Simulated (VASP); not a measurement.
SiC:

```
Si C
1.0
     0.00000    2.17805    2.17805
     2.17805    0.00000    2.17805
     2.17805    2.17805    0.00000
Si C
1 1
Direct
  0.25000 0.25000 0.25000
  0.00000 0.00000 0.00000
```

Program: VASP 6.6.1. Alike in all runs: task single point; potentials or basis VASP PAW PBE potentials, release 64 (Si, C); no spin polarisation; cell as given; k mesh 6 × 6 × 6; cutoff (eV) 520; smearing gaussian 0.01 eV.

Question: Order these runs on this cell by their band gap on the k mesh, lowest first.
A. level PBE
B. level HSE06; grid for exact exchange (PRECFOCK) Normal; share of exact exchange 0.25; screening parameter 0.2079 1/Å
C. level r2SCAN

Answer: A (1.35 eV), C (1.72 eV), B (2.23 eV).

A k mesh can miss the band edges.
